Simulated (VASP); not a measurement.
Pd, 3 atoms in the cell. The cell holds a slab with vacuum, 3 atoms: a = 2.790 Å, b = 3.946 Å, c = 18.790 Å, α = 90.00°, β = 90.00°, γ = 90.00°. 

```yaml
Program: VASP 6.6.1
Task: single point
Functional: PBE
Potentials_or_basis: VASP PAW PBE potentials, release 64 (Pd)
Cutoff: 520 eV
k_mesh: 12 × 8 × 1
Occupations: fermi-dirac, width 0.1 eV
Spin: no spin polarisation
Dipole_correction: yes
Further_INCAR_settings: ALGO = Normal; EDIFF = 1e-07; NBANDS = 22
```

Potentials or basis: VASP PAW PBE potentials, release 64 (Pd).

Launch:

```sh
$ cat potpaw_PBE.64/Pd/POTCAR > POTCAR
$ mpirun -np 1 vasp_std > vasp.out
```

Hardware: 1 thread of AMD EPYC 9R45 96-Core Processor (Zen 5), on a shared host.

**Question.** Estimate the wall time of this run.

**Answer.** Wall time 100 s on 1 thread of AMD EPYC 9R45 96-Core Processor (Zen 5), with other jobs on the host, peak memory 0.33 GiB. Counts: scf iterations 24, k points 35.
